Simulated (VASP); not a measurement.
# Re (P6_3/mmc) in VASP: further runs, part 2 of 2

VASP 6.6.1. Earlier steps stand in the parts before.

## 4. Single point, PBEsol, non-collinear spin, zero start, spin-orbit coupling

This run uses another cell than the first one, of 13.83 Å³/atom.

INCAR

```
SYSTEM = Re
ALGO = Normal
EDIFF = 1E-7
ENCUT = 520
GGA = PS
GGA_COMPAT = .False.
ISIF = 2
ISMEAR = -1
LASPH = .True.
LCHARG = .False.
LMAXMIX = 4
LORBIT = 11
LORBMOM = .True.
LREAL = .False.
LSORBIT = .True.
LWAVE = .False.
MAGMOM = 0 0 0 0 0 0
NBANDS = 26
NELM = 150
PREC = Accurate
SIGMA = 0.05
```

KPOINTS

```
k-points
0
Gamma
  11 11 6
  0 0 0
```

POSCAR

```
Re
1.0
    2.7044413289      0.0000000000      0.0000000000
   -1.3522206645      2.3421148939      0.0000000000
    0.0000000000      0.0000000000      4.3671907899
Re
2
Direct
    0.6666666667      0.3333333333      0.7500000000
    0.3333333333      0.6666666667      0.2500000000
```

Potentials or basis: VASP PAW PBE potentials, release 64 (Re).

The run is started by

```
> cat potpaw_PBE.64/Re/POTCAR > POTCAR
> mpirun -np 1 vasp_ncl > vasp.out
```

OUTCAR:

```text
SYSTEM = Re
   EDIFF = 1E-7
   ENCUT = 520
   GGA = PS
   ISIF = 2
   ISMEAR = -1
   LASPH = .True.
   LORBIT = 11
   LREAL = .False.
   LSORBIT = .True.
   NELM = 150
   PREC = Accurate

 ion  position               nearest neighbor table
   1  0.667  0.333  0.750-   2 2.68   2 2.68   2 2.68   2 2.68   2 2.68   2 2.68
   2  0.333  0.667  0.250-   1 2.68   1 2.68   1 2.68   1 2.68   1 2.68   1 2.68

  LATTYP: Found a hexagonal cell.
 ALAT       =     2.7044413289
 C/A-ratio  =     1.6148217908

  Lattice vectors:

 A1 = (   2.7044413289,   0.0000000000,   0.0000000000)
 A2 = (  -1.3522206645,   2.3421148939,   0.0000000000)
 A3 = (   0.0000000000,   0.0000000000,   4.3671907899)

Analysis of symmetry for initial positions (statically):
=====================================================================
 Subroutine PRICEL returns:
 Original cell was already a primitive cell.

 Routine SETGRP: Setting up the symmetry group for a
 hexagonal supercell.

 Subroutine GETGRP returns: Found 24 space group operations
 (whereof 12 operations were pure point group operations)
 out of a pool of 24 trial point group operations.
[... 965 lines left out ...]
     0.0000000     0.0000000     0.0000000     0.0000000     0.0000000     0.0000000     0.0000000
     0.0000000     0.0000000     0.0000000     0.0000000     0.0000000     0.0000000     0.0000000
     0.0000000     0.0000000     0.0000000     0.0000000     0.0000000     0.0000000     0.0000000
     0.0000000     0.0000000     0.0000000     0.0000000     0.0000000     0.0000000     0.0000000
     0.0000000     0.0000000     0.0000000     0.0000000     0.0000000     0.0000000     0.0000000

 Ion:    2  E_soc:     -0.6706251
 l=   1
     0.0000000    -0.0453734    -0.0445618
    -0.0453734     0.0000000    -0.0453734
    -0.0445618    -0.0453734     0.0000000
 l=   2
     0.0000000    -0.0129415     0.0000000    -0.0129415    -0.0534385
    -0.0129415     0.0000000    -0.0407844    -0.0132306    -0.0129415
     0.0000000    -0.0407844     0.0000000    -0.0407844     0.0000000
    -0.0129415    -0.0132306    -0.0407844     0.0000000    -0.0129415
    -0.0534385    -0.0129415     0.0000000    -0.0129415     0.0000000
 l=   3
     0.0000000     0.0000000     0.0000000     0.0000000     0.0000000     0.0000000     0.0000000
     0.0000000     0.0000000     0.0000000     0.0000000     0.0000000     0.0000000     0.0000000
     0.0000000     0.0000000     0.0000000     0.0000000     0.0000000     0.0000000     0.0000000
     0.0000000     0.0000000     0.0000000     0.0000000     0.0000000     0.0000000     0.0000000
     0.0000000     0.0000000     0.0000000     0.0000000     0.0000000     0.0000000     0.0000000
     0.0000000     0.0000000     0.0000000     0.0000000     0.0000000     0.0000000     0.0000000
     0.0000000     0.0000000     0.0000000     0.0000000     0.0000000     0.0000000     0.0000000

 total charge

# of ion       s       p       d       tot
------------------------------------------
    1        0.659   0.754   4.977   6.390
    2        0.659   0.754   4.977   6.390
--------------------------------------------------
tot          1.317   1.509   9.953  12.779

 magnetization (x)

# of ion       s       p       d       tot
------------------------------------------
    1        0.000   0.000   0.000   0.000
    2       -0.000   0.000   0.000  -0.000
--------------------------------------------------
tot          0.000   0.000   0.000   0.000

 magnetization (y)

# of ion       s       p       d       tot
------------------------------------------
    1       -0.000  -0.000  -0.000  -0.000
    2        0.000  -0.000   0.000   0.000
--------------------------------------------------
tot         -0.000  -0.000  -0.000  -0.000

 magnetization (z)

# of ion       s       p       d       tot
------------------------------------------
    1        0.000   0.000   0.000   0.000
    2        0.000   0.000   0.000   0.000
--------------------------------------------------
tot          0.000   0.000   0.000   0.000
```

OSZICAR:

```text
N       E                     dE             d eps       ncg     rms          rms(c)
DAV:   1     0.770374865645E+02    0.77037E+02   -0.60672E+03  6128   0.138E+03
DAV:   2    -0.192484043076E+02   -0.96286E+02   -0.82659E+02  6350   0.529E+02
DAV:   3    -0.283221458750E+02   -0.90737E+01   -0.75421E+01  6312   0.267E+02
DAV:   4    -0.286840872563E+02   -0.36194E+00   -0.34420E+00  6248   0.461E+01
DAV:   5    -0.286907952615E+02   -0.67080E-02   -0.66506E-02  5628   0.576E+00    0.532E+01
DAV:   6    -0.276881863698E+02    0.10026E+01   -0.72385E-01  6648   0.232E+01    0.255E+01
DAV:   7    -0.273456620360E+02    0.34252E+00   -0.36991E-01  6628   0.162E+01    0.117E+01
DAV:   8    -0.273084148340E+02    0.37247E-01   -0.39706E-02  6644   0.496E+00    0.383E-01
DAV:   9    -0.273047304476E+02    0.36844E-02   -0.10600E-03  5432   0.676E-01    0.188E-01
DAV:  10    -0.273038614156E+02    0.86903E-03   -0.45464E-04  5916   0.393E-01    0.670E-02
DAV:  11    -0.273038703090E+02   -0.88935E-05   -0.44127E-05  6288   0.128E-01    0.331E-02
DAV:  12    -0.273038692586E+02    0.10504E-05   -0.14518E-05  6230   0.646E-02    0.906E-03
DAV:  13    -0.273038689723E+02    0.28626E-06   -0.85650E-07  5256   0.217E-02    0.107E-03
DAV:  14    -0.273038690399E+02   -0.67572E-07   -0.32004E-09  2306   0.189E-03
   1 F= -.27303869E+02 E0= -.27297054E+02  d E =-.136305E-01  mag=     0.0000    -0.0000    -0.0000
```

Wall time 54 s (1 thread of Intel Xeon 6975P-C (Granite Rapids), shared host); peak memory 0.23 GiB.

Results:

```yaml
Free_energy: -27.3039 eV
Pressure: 23.4 GPa
Net_moment: 0.00 μB per cell
Valence_electrons_inside_the_program's_atomic_spheres: Re 6.39
```

Moments on the atoms (μB; x, y, z):
```
Re  0.00 0.00 0.00
Re  0.00 0.00 0.00
```

Caveat: the cell stands under pressure; the PAW data sets were made with another functional, which shifts forces and pressure a little.

## 5. Single point, PBEsol, non-collinear spin, zero start, spin-orbit coupling

This run uses another cell than the first one, of 14.13 Å³/atom.

INCAR

```
PREC     = Accurate       # precision mode
ENCUT    = 520            # plane-wave cutoff, eV
EDIFF    = 1E-6           # SCF threshold, eV
ISMEAR   = -1             # smearing method
SIGMA    = 0.05           # smearing width, eV
LREAL    = F              # projectors in reciprocal space
LASPH    = T              # aspherical terms in the spheres
NELM     = 150            # most SCF steps
ALGO     = Normal         # electronic algorithm
ISIF     = 2              # what is computed and relaxed
LWAVE    = F              # write WAVECAR
LCHARG   = F              # write CHGCAR
LNONCOLLINEAR= T              # non-collinear magnetism
MAGMOM   = 0 0 0 0 0 0    # initial moments
LORBIT   = 11             # projections on sites
LSORBIT  = T              # spin-orbit coupling
GGA_COMPAT= F            
LORBMOM  = T            
LMAXMIX  = 4              # l up to which the mixer works
GGA      = PS             # functional
NBANDS   = 26             # bands
```

KPOINTS

```
Automatic mesh
0
Gamma
  11 11 6
```

POSCAR

```
Re
1.0
    2.7234873179      0.0000000000      0.0000000000
   -1.3617436590      2.3586092042      0.0000000000
    0.0000000000      0.0000000000      4.3979466679
Re
2
Direct
    0.6666666667      0.3333333333      0.7500000000
    0.3333333333      0.6666666667      0.2500000000
```

Potentials or basis: VASP PAW PBE potentials, release 64 (Re).

The run is started by

```
> cat potpaw_PBE.64/Re/POTCAR > POTCAR
> mpirun -np 1 vasp_ncl > vasp.out
```

OUTCAR:

```text
PREC = Accurate
   ENCUT = 520
   EDIFF = 1E-6
   ISMEAR = -1
   LREAL = F
   LASPH = T
   NELM = 150
   ISIF = 2
   LNONCOLLINEAR = T
   LORBIT = 11
   LSORBIT = T
   GGA = PS

 ion  position               nearest neighbor table
   1  0.667  0.333  0.750-   2 2.70   2 2.70   2 2.70   2 2.70   2 2.70   2 2.70
   2  0.333  0.667  0.250-   1 2.70   1 2.70   1 2.70   1 2.70   1 2.70   1 2.70

  LATTYP: Found a hexagonal cell.
 ALAT       =     2.7234873179
 C/A-ratio  =     1.6148217908

  Lattice vectors:

 A1 = (   2.7234873179,   0.0000000000,   0.0000000000)
 A2 = (  -1.3617436590,   2.3586092042,   0.0000000000)
 A3 = (   0.0000000000,   0.0000000000,   4.3979466679)

Analysis of symmetry for initial positions (statically):
=====================================================================
 Subroutine PRICEL returns:
 Original cell was already a primitive cell.

 Routine SETGRP: Setting up the symmetry group for a
 hexagonal supercell.

 Subroutine GETGRP returns: Found 24 space group operations
 (whereof 12 operations were pure point group operations)
 out of a pool of 24 trial point group operations.

The static configuration has the point symmetry D_3d.
 The point group associated with its full space group is D_6h.

Analysis of symmetry for dynamics (positions and initial velocities):
=====================================================================
 Subroutine PRICEL returns:
 Original cell was already a primitive cell.

 Routine SETGRP: Setting up the symmetry group for a
 hexagonal supercell.

 Subroutine GETGRP returns: Found 24 space group operations
 (whereof 12 operations were pure point group operations)
 out of a pool of 24 trial point group operations.

The dynamic configuration has the point symmetry D_3d.
 The point group associated with its full space group is D_6h.

Analysis of structural, dynamic, and magnetic symmetry:
=====================================================================
 Subroutine PRICEL returns:
 Original cell was already a primitive cell.

 Routine SETGRP: Setting up the symmetry group for a
 hexagonal supercell.

 Subroutine GETGRP returns: Found 24 space group operations
 (whereof 12 operations were pure point group operations)
 out of a pool of 24 trial point group operations.

The overall configuration has the point symmetry D_3d.
 The point group associated with its full space group is D_6h.

 Subroutine INISYM returns: Found 24 space group operations
 (whereof 12 operations are pure point group operations),
 and found     1 'primitive' translations

----------------------------------------------------------------------------------------

                                     Primitive cell

  volume of cell :      28.2508

  direct lattice vectors                    reciprocal lattice vectors
     2.723487318  0.000000000  0.000000000     0.367176301  0.211989336  0.000000000
    -1.361743659  2.358609204  0.000000000     0.000000000  0.423978673  0.000000000
     0.000000000  0.000000000  4.397946668     0.000000000  0.000000000  0.227378837

  length of vectors
     2.723487318  2.723487318  4.397946668     0.423978673  0.423978673  0.227378837

[... 840 lines left out ...]
  -------------------------------------------------------------------------------------
  Total        2.3943631      2.3943631      2.3132523     -0.0000000     -0.0000000     -0.0000000
  in kB      135.7904676    135.7904676    131.1904667     -0.0000000     -0.0000000     -0.0000000
  external PRESSURE =     134.2571339 kB  Pullay stress =       0.0000000 kB

 VOLUME and BASIS-vectors are now :
 -----------------------------------------------------------------------------
  energy-cutoff  :      520.00
  volume of cell :       28.25
      direct lattice vectors                 reciprocal lattice vectors
     2.723487318  0.000000000  0.000000000     0.367176301  0.211989336  0.000000000
    -1.361743659  2.358609204  0.000000000     0.000000000  0.423978673  0.000000000
     0.000000000  0.000000000  4.397946668     0.000000000  0.000000000  0.227378837

 POSITION                                       TOTAL-FORCE (eV/Angst)
 -----------------------------------------------------------------------------------
      1.36174      0.78620      3.29846         0.000000      0.000000      0.000000
     -0.00000      1.57241      1.09949         0.000000      0.000000     -0.000000
 -----------------------------------------------------------------------------------
    total drift:                               -0.000000     -0.000000      0.000000

  FREE ENERGIE OF THE ION-ELECTRON SYSTEM (eV)
  ---------------------------------------------------
  free  energy   TOTEN  =       -27.3716554287 eV

  energy  without entropy=      -27.3574408733  energy(sigma->0) =      -27.36454815

 orbital moment (x)

 # of ion     p       d       tot
 ----------------------------------------
  1        -0.000   0.000   0.000
  2        -0.000  -0.000  -0.000
 ----------------------------------------
           -0.000   0.000   0.000

 orbital moment (y)

 # of ion     p       d       tot
 ----------------------------------------
  1        -0.000  -0.000  -0.000
  2         0.000   0.000   0.000
 ----------------------------------------
           -0.000  -0.000  -0.000

 orbital moment (z)

 # of ion     p       d       tot
 ----------------------------------------
  1        -0.000   0.000  -0.000
  2         0.000   0.000   0.000
 ----------------------------------------
           -0.000   0.000  -0.000

 Spin-Orbit-Coupling matrix elements

 Ion:    1  E_soc:     -0.6726576
 l=   1
     0.0000000    -0.0445624    -0.0437484
    -0.0445624     0.0000000    -0.0445624
    -0.0437484    -0.0445624     0.0000000
 l=   2
     0.0000000    -0.0131492     0.0000000    -0.0131492    -0.0544285
    -0.0131492     0.0000000    -0.0414761    -0.0134780    -0.0131492
     0.0000000    -0.0414761     0.0000000    -0.0414761     0.0000000
    -0.0131492    -0.0134780    -0.0414761     0.0000000    -0.0131492
    -0.0544285    -0.0131492     0.0000000    -0.0131492     0.0000000
 l=   3
     0.0000000     0.0000000     0.0000000     0.0000000     0.0000000     0.0000000     0.0000000
     0.0000000     0.0000000     0.0000000     0.0000000     0.0000000     0.0000000     0.0000000
     0.0000000     0.0000000     0.0000000     0.0000000     0.0000000     0.0000000     0.0000000
     0.0000000     0.0000000     0.0000000     0.0000000     0.0000000     0.0000000     0.0000000
     0.0000000     0.0000000     0.0000000     0.0000000     0.0000000     0.0000000     0.0000000
     0.0000000     0.0000000     0.0000000     0.0000000     0.0000000     0.0000000     0.0000000
     0.0000000     0.0000000     0.0000000     0.0000000     0.0000000     0.0000000     0.0000000

 Ion:    2  E_soc:     -0.6726576
 l=   1
     0.0000000    -0.0445624    -0.0437484
    -0.0445624     0.0000000    -0.0445624
    -0.0437484    -0.0445624     0.0000000
 l=   2
     0.0000000    -0.0131492     0.0000000    -0.0131492    -0.0544285
    -0.0131492     0.0000000    -0.0414761    -0.0134780    -0.0131492
     0.0000000    -0.0414761     0.0000000    -0.0414761     0.0000000
    -0.0131492    -0.0134780    -0.0414761     0.0000000    -0.0131492
    -0.0544285    -0.0131492     0.0000000    -0.0131492     0.0000000
 l=   3
     0.0000000     0.0000000     0.0000000     0.0000000     0.0000000     0.0000000     0.0000000
     0.0000000     0.0000000     0.0000000     0.0000000     0.0000000     0.0000000     0.0000000
     0.0000000     0.0000000     0.0000000     0.0000000     0.0000000     0.0000000     0.0000000
     0.0000000     0.0000000     0.0000000     0.0000000     0.0000000     0.0000000     0.0000000
     0.0000000     0.0000000     0.0000000     0.0000000     0.0000000     0.0000000     0.0000000
     0.0000000     0.0000000     0.0000000     0.0000000     0.0000000     0.0000000     0.0000000
     0.0000000     0.0000000     0.0000000     0.0000000     0.0000000     0.0000000     0.0000000

 total charge

# of ion       s       p       d       tot
------------------------------------------
    1        0.647   0.733   4.924   6.304
    2        0.647   0.733   4.924   6.304
--------------------------------------------------
tot          1.294   1.466   9.848  12.608

 magnetization (x)

# of ion       s       p       d       tot
------------------------------------------
    1        0.000   0.000   0.000   0.000
    2        0.000   0.000  -0.000  -0.000
--------------------------------------------------
tot          0.000   0.000   0.000   0.000

 magnetization (y)

# of ion       s       p       d       tot
------------------------------------------
    1        0.000   0.000  -0.000   0.000
    2        0.000   0.000  -0.000   0.000
--------------------------------------------------
tot          0.000   0.000  -0.000   0.000

 magnetization (z)

# of ion       s       p       d       tot
------------------------------------------
    1        0.000   0.000   0.000   0.000
    2        0.000   0.000   0.000   0.000
--------------------------------------------------
tot          0.000   0.000   0.000   0.000
```

Run time: 58 s. Hardware: 1 thread of Intel Xeon 6975P-C (Granite Rapids), shared host; peak memory 0.24 GiB.

Results:

* Free energy: -27.3717 eV
* Pressure: 13.4 GPa
* Net moment: 0.00 μB per cell
* Valence electrons inside the program's atomic spheres: Re 6.30

Stress tensor (GPa, compression positive):
```
13.58  0.00  0.00
 0.00 13.58  0.00
 0.00  0.00 13.12
```

Moments on the atoms (μB; x, y, z):
```
Re  0.00 0.00 0.00
Re  0.00 0.00 0.00
```

Caveat: the cell stands under pressure; the PAW data sets were made with another functional, which shifts forces and pressure a little.

## 6. Single point, PBEsol, non-collinear spin, zero start, spin-orbit coupling

This run uses another cell than the first one, of 14.42 Å³/atom.

INCAR

```
  ALGO = Normal
  EDIFF = 1E-6
  ENCUT = 520
  GGA = PS
  GGA_COMPAT = F
  ISIF = 2
  ISMEAR = -1
  LASPH = T
  LCHARG = F
  LMAXMIX = 4
  LORBIT = 11
  LORBMOM = T
  LREAL = F
  LSORBIT = T
  LWAVE = F
  MAGMOM = 0 0 0 0 0 0
  NBANDS = 26
  NELM = 150
  PREC = Accurate
  SIGMA = 0.05
```

KPOINTS

```
k-points
0
Gamma
  11 11 6
```

POSCAR

```
Re
1.0
    2.7422705826      0.0000000000      0.0000000000
   -1.3711352913      2.3748759886      0.0000000000
    0.0000000000      0.0000000000      4.4282782931
Re
2
Direct
    0.6666666667      0.3333333333      0.7500000000
    0.3333333333      0.6666666667      0.2500000000
```

Potentials or basis: VASP PAW PBE potentials, release 64 (Re).

The run is started by

```
> cat potpaw_PBE.64/Re/POTCAR > POTCAR
> mpirun -np 1 vasp_ncl > vasp.out
```

Run time: 58 s. Hardware: 1 thread of Intel Xeon 6975P-C (Granite Rapids), shared host; peak memory 0.24 GiB.

It converged, with:

```yaml
Free_energy: -27.4048 eV
Pressure: 4.5 GPa
Net_moment: 0.00 μB per cell
Valence_electrons_inside_the_program's_atomic_spheres: Re 6.22
```

Stress tensor (GPa, compression positive):
```
4.64 0.00 0.00
0.00 4.64 0.00
0.00 0.00 4.21
```

Moments on the atoms (μB; x, y, z):
```
Re  0.00 0.00 0.00
Re  0.00 0.00 0.00
```

Caveat: the cell stands under pressure; the PAW data sets were made with another functional, which shifts forces and pressure a little.

## 7. The runs side by side

| level | potentials or basis | spin | cell | k mesh | cutoff (eV) | grid for exact exchange (PRECFOCK) | share of exact exchange | gap on the mesh (eV) | pressure (GPa) | moment (μB) |
| --- | --- | --- | --- | --- | --- | --- | --- | --- | --- | --- |
| r2SCAN50 | VASP PAW PBE potentials, release 64 (Re) | off | a = 2.761, b = 2.761, c = 4.458 Å, angles 90.0, 90.0, 120.0°, 2 atoms | 6 × 6 × 3 | 520 | Normal | 0.5 | none | -27.9 | - |
| LDA | VASP PAW LDA potentials, release 64 (Re_sv_GW) | off | a = 2.761, b = 2.761, c = 4.458 Å, angles 90.0, 90.0, 120.0°, 2 atoms | 11 × 11 × 6 | 560 | - | - | none | -10.3 | - |
| PBEsol | VASP PAW PBE potentials, release 64 (Re) | non-collinear, zero start, SOC | a = 2.704, b = 2.704, c = 4.367 Å, angles 90.0, 90.0, 120.0°, 2 atoms | 11 × 11 × 6 | 520 | - | - | - | 23.4 | 0.00 |
| PBEsol | VASP PAW PBE potentials, release 64 (Re) | non-collinear, zero start, SOC | a = 2.723, b = 2.723, c = 4.398 Å, angles 90.0, 90.0, 120.0°, 2 atoms | 11 × 11 × 6 | 520 | - | - | - | 13.4 | 0.00 |
| PBEsol | VASP PAW PBE potentials, release 64 (Re) | non-collinear, zero start, SOC | a = 2.742, b = 2.742, c = 4.428 Å, angles 90.0, 90.0, 120.0°, 2 atoms | 11 × 11 × 6 | 520 | - | - | - | 4.5 | 0.00 |

Alike in all rows: task single point; smearing fermi-dirac 0.05 eV.

Caveats: some runs use coarse meshes; the PAW data sets were made with another functional, which shifts forces and pressure a little (at least some runs); the cell stands under pressure (at least some runs); spin-orbit coupling is left out, which moves the levels of the heavy elements (at least some runs); the cell stands under tension (at least some runs).

Total energies depend on the potentials used, so only differences within one code and one set of settings carry meaning.
